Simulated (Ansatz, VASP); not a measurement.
# NaI: VASP beside Ansatz

```xyz
2
Lattice="0.0000 3.2364 3.2364 3.2364 0.0000 3.2364 3.2364 3.2364 0.0000" Properties=species:S:1:pos:R:3 pbc="T T T"
Na    0.0000    0.0000    0.0000
I     3.2364    3.2364    3.2364
```

Alike in both runs: task electric field gradients; functional LDA; k mesh 7 × 7 × 7; occupations fermi-dirac, width 0.01 eV; no spin polarisation.

```csv
,VASP,Ansatz
version,VASP 6.6.1,Ansatz 0.2.0
potentials or method,"VASP PAW LDA potentials, release 64 (Na_pv, I)","PAW with Ansatz's default frozen-core files, scalar-relativistic"
plane-wave cutoff (eV),520,420
valence electrons in the cell,14,26
```

```tsv
	VASP	Ansatz	Ansatz less VASP
gap on the k mesh at the Fermi level (eV)	3.35	3.33	-0.012
pressure (GPa)	-1.6	-1.6	-0.01
```

LDA's correlation is that of Perdew and Zunger in VASP and of Perdew and Wang (1992) in Ansatz. VASP's potentials hold 14 valence electrons a cell and Ansatz's 26, so a difference there can come from the potentials and not from the codes.

Spin-orbit coupling is off throughout.
